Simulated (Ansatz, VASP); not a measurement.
## Al3O in VASP and in Ansatz

```
Al O
1.0
     2.81684    0.00000    0.00000
     0.00000    2.81684    0.00000
     0.00000    0.00000   21.10430
Al O
3 1
Direct
  0.50000 0.50000 0.18953
  0.00000 0.00000 0.28675
  0.50000 0.50000 0.38401
  0.66667 0.66667 0.48020
```

Alike in both runs: task single point; functional LDA; k mesh 9 × 9 × 1; occupations gaussian, width 0.1 eV; no spin polarisation.

|  | VASP | Ansatz |
| --- | --- | --- |
| version | VASP 6.6.1 | Ansatz 0.2.0 |
| potentials or method | VASP PAW LDA potentials, release 64 (Al, O), cutoff 520 eV | scalar-relativistic, plane waves, PAW |
| valence electrons in the cell | 15 | 15 |

Ansatz gave:

| Item | Value |
| --- | --- |
| gap on the k mesh at the Fermi level (eV) | none |
| rms of the force components (eV/Å) | 1.638 |

Task: Estimate VASP's values.

Result: gap on the k mesh at the Fermi level (eV): none; rms of the force components (eV/Å): 1.626.

LDA's correlation is that of Perdew and Zunger in VASP and of Perdew and Wang (1992) in Ansatz. Atom by atom the forces differ by 0.013 eV/Å (rms over components). A gap of «none» marks a metal or a gap that the smearing closes.
